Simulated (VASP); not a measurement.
# ZrS (Fm-3m) in VASP: a series of runs

The runs below take ZrS through single point, with PBEsol.

Everything below comes from runs of VASP 6.6.1. Logs are shortened: lines on timing, memory, paths and dates and some standing lists are left out, and cuts for length are marked.

**1. The cell of the first run**

The structure is cubic, space group Fm-3m (No. 225). The conventional cell has a = 5.250 Å, b = 5.250 Å, c = 5.250 Å, α = 90.00°, β = 90.00°, γ = 90.00°. Within 3.5 Å of Zr (site symmetry m-3m) lie 6 S at 2.62 Å. S (site symmetry m-3m) has 6 Zr at 2.62 Å within 3.5 Å.

**2. Single point, PBEsol**

INCAR reads:

```
SYSTEM = ZrS
ALGO = Normal ; EDIFF = 1E-6
ENCUT = 520 ; GGA = PS
ISIF = 2 ; ISMEAR = -1
LASPH = .True. ; LCHARG = .True.
LELF = .True. ; LREAL = .False.
LVHAR = .True. ; LWAVE = .False.
NBANDS = 16 ; NELM = 60
PREC = Accurate ; SIGMA = 0.05
```

KPOINTS reads:

```
k-points
0
Gamma
  14 14 14
  0 0 0
```

POSCAR reads:

```
ZrS
1.0
    0.0000000000      2.6250000000      2.6250000000
    2.6250000000      0.0000000000      2.6250000000
    2.6250000000      2.6250000000      0.0000000000
Zr S
1 1
Direct
    0.0000000000      0.0000000000      0.0000000000
    0.5000000000      0.5000000000      0.5000000000
```

Potentials or basis: VASP PAW PBE potentials, release 64 (Zr_sv, S).

Launch:

```console
cat potpaw_PBE.64/Zr_sv/POTCAR potpaw_PBE.64/S/POTCAR > POTCAR
mpirun -np 1 vasp_std > vasp.out
```

OUTCAR:

```text
SYSTEM = ZrS
   EDIFF = 1E-6
   ENCUT = 520
   GGA = PS
   ISIF = 2
   ISMEAR = -1
   LASPH = .True.
   LREAL = .False.
   NELM = 60
   PREC = Accurate

 ion  position               nearest neighbor table
   1  0.000  0.000  0.000-   2 2.62   2 2.62   2 2.62   2 2.62   2 2.62   2 2.62
   2  0.500  0.500  0.500-   1 2.62   1 2.62   1 2.62   1 2.62   1 2.62   1 2.62

  LATTYP: Found a face centered cubic cell.
 ALAT       =     5.2500000000

  Lattice vectors:

 A1 = (   0.0000000000,   2.6250000000,   2.6250000000)
 A2 = (   2.6250000000,   0.0000000000,   2.6250000000)
 A3 = (   2.6250000000,   2.6250000000,   0.0000000000)

Analysis of symmetry for initial positions (statically):
=====================================================================
 Subroutine PRICEL returns:
 Original cell was already a primitive cell.

 Routine SETGRP: Setting up the symmetry group for a
 face centered cubic supercell.

 Subroutine GETGRP returns: Found 48 space group operations
 (whereof 48 operations were pure point group operations)
 out of a pool of 48 trial point group operations.

The static configuration has the point symmetry O_h .

Analysis of symmetry for dynamics (positions and initial velocities):
=====================================================================
 Subroutine PRICEL returns:
 Original cell was already a primitive cell.

 Routine SETGRP: Setting up the symmetry group for a
 face centered cubic supercell.

 Subroutine GETGRP returns: Found 48 space group operations
 (whereof 48 operations were pure point group operations)
 out of a pool of 48 trial point group operations.

The dynamic configuration has the point symmetry O_h .

 Subroutine INISYM returns: Found 48 space group operations
 (whereof 48 operations are pure point group operations),
 and found     1 'primitive' translations

----------------------------------------------------------------------------------------

                                     Primitive cell

  volume of cell :      36.1758

  direct lattice vectors                    reciprocal lattice vectors
     0.000000000  2.625000000  2.625000000    -0.190476190  0.190476190  0.190476190
     2.625000000  0.000000000  2.625000000     0.190476190 -0.190476190  0.190476190
     2.625000000  2.625000000  0.000000000     0.190476190  0.190476190 -0.190476190

  length of vectors
     3.712310601  3.712310601  3.712310601     0.329914440  0.329914440  0.329914440

  position of ions in fractional coordinates (direct lattice)
     0.000000000  0.000000000  0.000000000
     0.500000000  0.500000000  0.500000000

  ion indices of the primitive-cell ions
   primitive index   ion index
                 1           1
                 2           2

----------------------------------------------------------------------------------------

 KPOINTS: k-points

Automatic generation of k-mesh.
 Grid dimensions read from file:
 generate k-points for:   14   14   14

 Generating k-lattice:

  Cartesian coordinates                     Fractional coordinates (reciprocal lattice)
    -0.013605442  0.013605442  0.013605442     0.071428571  0.000000000  0.000000000
     0.013605442 -0.013605442  0.013605442     0.000000000  0.071428571  0.000000000
     0.013605442  0.013605442 -0.013605442     0.000000000  0.000000000  0.071428571

  Length of vectors
     0.023565317  0.023565317  0.023565317

  Shift w.r.t. Gamma in fractional coordinates (k-lattice)
     0.000000000  0.000000000  0.000000000

 Subroutine IBZKPT returns following result:
 ===========================================

 Found    104 irreducible k-points:

 Following reciprocal coordinates:
            Coordinates               Weight
  0.000000  0.000000  0.000000      1.000000
  0.071429  0.000000  0.000000      8.000000
  0.142857  0.000000  0.000000      8.000000
  0.214286  0.000000  0.000000      8.000000
  0.285714  0.000000  0.000000      8.000000
  0.357143  0.000000  0.000000      8.000000
[... 16 lines left out ...]
  0.214286  0.142857  0.000000     24.000000
  0.285714  0.142857  0.000000     24.000000
 [... further k-points ...]
   k-points           NKPTS =    104   k-points in BZ     NKDIM =    104   number of bands    NBANDS=     16
   number of dos      NEDOS =    301   number of ions     NIONS =      2
   total plane-waves  NPLWV =  21952
   dimension x,y,z NGX =    28 NGY =   28 NGZ =   28
   dimension x,y,z NGXF=    56 NGYF=   56 NGZF=   56
   ions per type =               1   1
   NGX,Y,Z   is equivalent  to a cutoff of  12.54, 12.54, 12.54 a.u.
   NGXF,Y,Z  is equivalent  to a cutoff of  25.08, 25.08, 25.08 a.u.
 SYSTEM =  ZrS
   PREC   = accura    normal or accurate (medium, high low for compatibility)
   ISTART =      0    job   : 0-new  1-cont  2-samecut
   ICHARG =      2    charge: 1-file 2-atom 10-const
   ISPIN  =      1    spin polarized calculation?
   LNONCOLLINEAR =      F non collinear calculations
   LSORBIT =      F    spin-orbit coupling
   LASPH  =      T    aspherical Exc in radial PAW
   ENCUT  =  520.0 eV  38.22 Ry    6.18 a.u.   6.90  6.90  6.90*2*pi/ulx,y,z
   NELM   =     60;   NELMIN=  2; NELMDL= -5     # of ELM steps
   EDIFF  = 0.1E-05   stopping-criterion for ELM
   LREAL  =      F    real-space projection
   EDIFFG = 0.1E-04   stopping-criterion for IOM
   NSW    =      0    number of steps for IOM
   IBRION =     -1    ionic relax: 0-MD 1-quasi-New 2-CG
   NFREE  =      0    steps in history (QN), initial steepest desc. (CG)
   ISIF   =      2    stress and relaxation
   ISYM   =      2    0-nonsym 1-usesym 2-fastsym
   POTIM  = 0.5000    time-step for ionic-motion
   TEBEG  =    0.0;   TEEND  =   0.0 temperature during run
   PSTRESS=    0.0 pullay stress
   NELECT =      18.0000    total number of electrons
   NUPDOWN=      -1.0000    fix difference up-down
   EMIN   =  10.00;   EMAX   =-10.00  energy-range for DOS
   EFERMI =   0.00;   METHOD = LEGACY
   ISMEAR =    -1;   SIGMA  =   0.05  broadening in eV -4-tet -1-fermi 0-gaus
   EFERMI_NEDOS =   21; number of points for ismear=-14 and -15
   IALGO  =     38    algorithm
   IMIX   =      4    mixing-type and parameters
     AMIX     =   0.40;   BMIX     =  1.00
     AMIX_MAG =   1.60;   BMIX_MAG =  1.00
  volume/ion in A,a.u.               =      18.09       122.06
  Fermi-wavevector in a.u.,A,eV,Ry     =   1.297258  2.451462 22.896950  1.682878
  Thomas-Fermi vector in A             =   2.428662
   LORBIT       =      0    0 simple, 1 ext, 2 COOP (PROOUT), +10 PAW based schemes
   GGA     = PS    functional components
   LHFCALC =     F    Hartree Fock is set to
   AEXX    =    0.0000 exact exchange contribution
   IVDW    =     0    specifies the selected vdW correction
   LEPSILON=     F    determine dielectric tensor
   LRPA    =     F    only Hartree local field effects (RPA)
 non-spin polarized calculation
  energy-cutoff  :      520.00
  volume of cell :       36.18
 maximum number of plane-waves:       990
   NGX = 13   NGY = 13   NGZ = 13

 number of electron      18.0000000 magnetization

 Free energy of the ion-electron system (eV)
  ---------------------------------------------------
  ext. energy  EPLUGINS =         0.00000000
  ---------------------------------------------------
  free energy    TOTEN  =       -16.48213905 eV

  energy without entropy =      -16.47000395  energy(sigma->0) =      -16.47607150

 E-fermi :  10.6116     XC(G=0): -11.4604

 val. band max:       10.6107471338   @ k =   0.2857   0.2143   0.0714
 cond. band min:      10.6203010743   @ k =  -0.2857   0.0714   0.0000
 fundamental gap:      0.0095539405
 Fermi energy:        10.6116096801

 k-point     1 :       0.0000    0.0000    0.0000
  band No.  band energies     occupation
      1     -39.2827      2.00000
      2     -17.2782      2.00000
      3     -17.2782      2.00000
      4     -17.2782      2.00000
      5      -5.2126      2.00000
      6       7.0925      2.00000
[... 8 lines left out ...]
     15      17.7251      0.00000
     16      22.9597      0.00000

 k-point     2 :       0.0714    0.0000    0.0000
  band No.  band energies     occupation
      1     -39.2814      2.00000
      2     -17.2964      2.00000
      3     -17.2798      2.00000
      4     -17.2798      2.00000
      5      -5.1474      2.00000
      6       6.6879      2.00000
[... 8 lines left out ...]
     15      17.9439      0.00000
     16      22.4839      0.00000

 k-point     3 :       0.1429    0.0000    0.0000
  band No.  band energies     occupation
      1     -39.2778      2.00000
      2     -17.3466      2.00000
      3     -17.2841      2.00000
      4     -17.2841      2.00000
      5      -4.9605      2.00000
      6       5.8254      2.00000
[... 8 lines left out ...]
     15      18.4666      0.00000
     16      21.5850      0.00000

 k-point     4 :       0.2143    0.0000    0.0000
  band No.  band energies     occupation
      1     -39.2726      2.00000
      2     -17.4179      2.00000
      3     -17.2904      2.00000
      4     -17.2904      2.00000
      5      -4.6770      2.00000
      6       4.8696      2.00000
[... 8 lines left out ...]
     15      18.7062      0.00000
     16      20.7415      0.00000

 k-point     5 :       0.2857    0.0000    0.0000
  band No.  band energies     occupation
      1     -39.2667      2.00000
      2     -17.4954      2.00000
      3     -17.2973      2.00000
      4     -17.2973      2.00000
      5      -4.3386      2.00000
      6       3.9789      2.00000
[... 8 lines left out ...]
     15      18.6002      0.00000
     16      19.4258      0.00000

 k-point     6 :       0.3571    0.0000    0.0000
  band No.  band energies     occupation
      1     -39.2615      2.00000
      2     -17.5638      2.00000
      3     -17.3035      2.00000
      4     -17.3035      2.00000
      5      -4.0045      2.00000
      6       3.2464      2.00000
[... 8 lines left out ...]
     15      18.1642      0.00000
     16      18.1642      0.00000
[... 267 lines left out ...]
 k-point    21 :      -0.0714    0.0714    0.0000
  band No.  band energies     occupation
      1     -39.2794      2.00000
      2     -17.3211      2.00000
      3     -17.2892      2.00000
      4     -17.2793      2.00000
      5      -5.0435      2.00000
      6       6.0972      2.00000
[... 8 lines left out ...]
     15      18.2729      0.00000
     16      21.6540      0.00000

 k-point    22 :       0.1429    0.1429    0.0000
  band No.  band energies     occupation
      1     -39.2762      2.00000
      2     -17.3418      2.00000
      3     -17.2988      2.00000
      4     -17.2988      2.00000
      5      -4.9047      2.00000
      6       5.1817      2.00000
[... 8 lines left out ...]
     15      18.7963      0.00000
     16      21.1472      0.00000

 k-point    23 :       0.2143    0.1429    0.0000
  band No.  band energies     occupation
      1     -39.2723      2.00000
      2     -17.3864      2.00000
      3     -17.3086      2.00000
      4     -17.3050      2.00000
      5      -4.7278      2.00000
      6       4.6436      2.00000
[... 8 lines left out ...]
     15      19.1973      0.00000
     16      20.3210      0.00000

 k-point    24 :       0.2857    0.1429    0.0000
  band No.  band energies     occupation
      1     -39.2672      2.00000
      2     -17.4488      2.00000
      3     -17.3174      2.00000
      4     -17.3116      2.00000
      5      -4.4831      2.00000
      6       4.1328      2.00000
[... 8 lines left out ...]
     15      18.7162      0.00000
     16      19.5763      0.00000

 [... further k-points ...]
[... 5 lines left out ...]
  --------------------------------------------------------------------------------------
  -------------------------------------------------------------------------------------
  Total       -1.4053797     -1.4053797     -1.4053797      0.0000000      0.0000000      0.0000000
  in kB      -62.2424000    -62.2424000    -62.2424000      0.0000000      0.0000000      0.0000000
  external PRESSURE =     -62.2424000 kB  Pullay stress =       0.0000000 kB

 VOLUME and BASIS-vectors are now :
 -----------------------------------------------------------------------------
  energy-cutoff  :      520.00
  volume of cell :       36.18
      direct lattice vectors                 reciprocal lattice vectors
     0.000000000  2.625000000  2.625000000    -0.190476190  0.190476190  0.190476190
     2.625000000  0.000000000  2.625000000     0.190476190 -0.190476190  0.190476190
     2.625000000  2.625000000  0.000000000     0.190476190  0.190476190 -0.190476190

 POSITION                                       TOTAL-FORCE (eV/Angst)
 -----------------------------------------------------------------------------------
      0.00000      0.00000      0.00000         0.000000      0.000000      0.000000
      2.62500      2.62500      2.62500        -0.000000     -0.000000     -0.000000
 -----------------------------------------------------------------------------------
    total drift:                                0.000000      0.000000      0.000000

  FREE ENERGIE OF THE ION-ELECTRON SYSTEM (eV)
  ---------------------------------------------------
  free  energy   TOTEN  =       -16.4821390507 eV

  energy  without entropy=      -16.4700039463  energy(sigma->0) =      -16.47607150
```

Wall time 29 s (1 thread of Intel Xeon 6975P-C (Granite Rapids), shared host); peak memory 0.2 GiB.

Results:

| Property | Result |
| --- | --- |
| Free energy | -16.4821 eV |
| Pressure | -6.2 GPa |
| Band gap on the k mesh | zero (band 9 reaches 12.07 eV, above the bottom of band 10 at 9.24 eV) |

Levels at points of the mesh, in eV from the Fermi level:
```tsv
k point	band 6	band 7	band 8	band 9	band 10	band 11	band 12	band 13
(0.00, 0.00, 0.00)	-3.52	-3.52	-3.52	-1.37	-1.37	-1.37	-0.69	-0.69
(0.50, 0.00, 0.00)	-8.03	-5.97	-5.97	1.45	1.45	1.77	1.87	5.60
(0.50, 0.50, 0.00)	-6.26	-4.46	-4.46	-3.46	0.50	2.36	2.36	2.78
```

Caveat: the PAW data sets were made with another functional, which shifts forces and pressure a little.

**3. Single point, PBEsol**

INCAR reads:

```
SYSTEM = ZrS
PREC     = Accurate       ! precision mode
ENCUT    = 520            ! plane-wave cutoff, eV
EDIFF    = 1E-6           ! SCF threshold, eV
ISMEAR   = -1             ! smearing method
SIGMA    = 0.2            ! smearing width, eV
LREAL    = .False.        ! projectors in reciprocal space
LASPH    = .True.         ! aspherical terms in the spheres
NELM     = 80             ! most SCF steps
ALGO     = Normal         ! electronic algorithm
ISIF     = 2              ! what is computed and relaxed
LWAVE    = .False.        ! write WAVECAR
LCHARG   = .True.         ! write CHGCAR
GGA      = PS             ! functional
LELF     = .True.         ! ELF
LVHAR    = .True.       
NBANDS   = 16             ! bands
```

KPOINTS reads:

```
regular mesh
0
Gamma
  14 14 14
  0 0 0
```

POSCAR is that of step 2.

Potentials or basis: VASP PAW PBE potentials, release 64 (Zr_sv, S).

Launch:

```console
cat potpaw_PBE.64/Zr_sv/POTCAR potpaw_PBE.64/S/POTCAR > POTCAR
mpirun -np 1 vasp_std > vasp.out
```

Wall time 25 s (1 thread of Intel Xeon 6975P-C (Granite Rapids), shared host); peak memory 0.2 GiB.

It converged, with:

| Item | Value |
| --- | --- |
| Free energy | -16.5675 eV |
| Pressure | -5.7 GPa |
| Band gap on the k mesh | zero (band 9 reaches 12.08 eV, above the bottom of band 10 at 9.25 eV) |

Levels at points of the mesh, in eV from the Fermi level:
```
           k point  band 6  band 7  band 8  band 9  band 10  band 11  band 12  band 13
(0.00, 0.00, 0.00)   -3.49   -3.49   -3.49   -1.33    -1.33    -1.33    -0.65    -0.65
(0.50, 0.00, 0.00)   -8.00   -5.93   -5.93    1.50     1.50     1.81     1.90     5.65
(0.50, 0.50, 0.00)   -6.23   -4.43   -4.43   -3.43     0.54     2.40     2.40     2.82
```

Caveat: the PAW data sets were made with another functional, which shifts forces and pressure a little.
